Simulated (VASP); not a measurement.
Set up this calculation in VASP 6.6.1, as the native input.

| Property | Result |
| --- | --- |
| Task | relaxation of the atoms |
| Functional | PBE |
| Potentials or basis | VASP PAW PBE potentials, release 64 (Zn) |
| Cutoff | 450 eV |
| k mesh | 16 × 16 × 1 |
| Occupations | fermi-dirac, width 0.08 eV |
| Spin | no spin polarisation |
| Dipole correction | yes |
| Further INCAR settings | ALGO = Normal; EDIFF = 1e-07; NELMDL = -8; IBRION = 2; EDIFFG = -0.01; NSW = 60 |

The structure of Zn lies in POSCAR:

```
Zn
1.0
    2.6356265398      0.0000000000      0.0000000000
   -1.3178132699      2.2825195384      0.0000000000
    0.0000000000      0.0000000000     26.1851000000
Zn
5
Direct
    0.0000000000      0.0000000000      0.3055177505
    0.3333333340      0.6666666660      0.4027588754
    0.0000000000      0.0000000000      0.4999999997
    0.3333333340      0.6666666660      0.5972411246
    0.0000000000      0.0000000000      0.6944822495
```

These files were run (other wordings do the same):

INCAR

```
ALGO = Normal ; DIPOL = 0.5 0.5 0.500
EDIFF = 1E-7 ; EDIFFG = -0.01
ENCUT = 450 ; GGA = PE
GGA_COMPAT = False ; IBRION = 2
IDIPOL = 3 ; ISIF = 2
ISMEAR = -1 ; KPAR = 4
LASPH = True ; LCHARG = False
LDIPOL = True ; LREAL = False
LWAVE = False ; NELM = 120
NELMDL = -8 ; NELMIN = 4
NSW = 60 ; PREC = Accurate
SIGMA = 0.08
```

KPOINTS

```
k-points
0
Gamma
  16 16 1
```

Potentials or basis: VASP PAW PBE potentials, release 64 (Zn).

Launch:

```sh
$ cat potpaw_PBE.64/Zn/POTCAR > POTCAR
$ mpirun -np 4 vasp_std > vasp.out
```

Results of the run:

```
Energy gained by relaxing    : 4.7 meV/atom
Ionic steps                  : 11
Largest force after relaxing : 0.005 eV/Å
Band gap on the k mesh       : zero (bands 30 and 31 overlap by 3.75 eV)
```

Run time: 4.9 min on 4 MPI ranks on AMD EPYC 7R43 64-Core Processor (Zen 3) (shared host), peak memory 0.26 GiB a rank.
